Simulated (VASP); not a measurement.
Input of a VASP 6.6.1 run:

Contents of POSCAR:

```
NaCl
1.0
    0.0000000000      2.7743867633      2.7743867633
    2.7743867633      0.0000000000      2.7743867633
    2.7743867633      2.7743867633      0.0000000000
Na Cl
1 1
Direct
    0.0000000000      0.0000000000      0.0000000000
    0.5000000000      0.5000000000      0.5000000000
```

The input INCAR.step1:

```
SYSTEM = NaCl
PREC     = Accurate       ! precision mode
ENCUT    = 520            ! plane-wave cutoff, eV
ISMEAR   = 0              ! smearing method
SIGMA    = 0.01           ! smearing width, eV
LREAL    = .False.        ! projectors in reciprocal space
LASPH    = .True.         ! aspherical terms in the spheres
NELM     = 100            ! most SCF steps
NBANDS   = 14             ! bands
GGA      = PE             ! functional
ALGO     = Normal         ! electronic algorithm
EDIFF    = 1E-4           ! SCF threshold, eV
LWAVE    = .True.         ! write WAVECAR
LCHARG   = .False.        ! write CHGCAR
```

File INCAR.step2:

```
SYSTEM = NaCl
PREC     = Accurate       ! precision mode
ENCUT    = 520            ! plane-wave cutoff, eV
EDIFF    = 1E-7           ! SCF threshold, eV
ISMEAR   = 0              ! smearing method
SIGMA    = 0.01           ! smearing width, eV
LREAL    = .False.        ! projectors in reciprocal space
LASPH    = .True.         ! aspherical terms in the spheres
NELM     = 100            ! most SCF steps
ALGO     = Normal         ! electronic algorithm
ISIF     = 2              ! what is computed and relaxed
LWAVE    = .False.        ! write WAVECAR
LCHARG   = .True.         ! write CHGCAR
METAGGA  = R2SCAN         ! meta-GGA
LMIXTAU  = .True.       
LELF     = .True.         ! ELF
LVHAR    = .True.       
NBANDS   = 14             ! bands
ISTART   = 1
```

The input KPOINTS:

```
regular mesh
0
Gamma
  6 6 6
  0 0 0
```

Potentials or basis: VASP PAW PBE potentials, release 64 (Na_pv, Cl).

Launch:

```sh
$ cat potpaw_PBE.64/Na_pv/POTCAR potpaw_PBE.64/Cl/POTCAR > POTCAR
$ cp INCAR.step1 INCAR
$ mpirun -np 1 vasp_std > vasp.out
$ cp INCAR.step2 INCAR
$ mpirun -np 1 vasp_std > vasp.out
```

Task: Estimate the pressure.

Result: 0.8 GPa.

Task: What does it give for the band gap on the k mesh?

Result: 6.13 eV.

Caveat: the PAW data sets were made with another functional, which shifts forces and pressure a little.
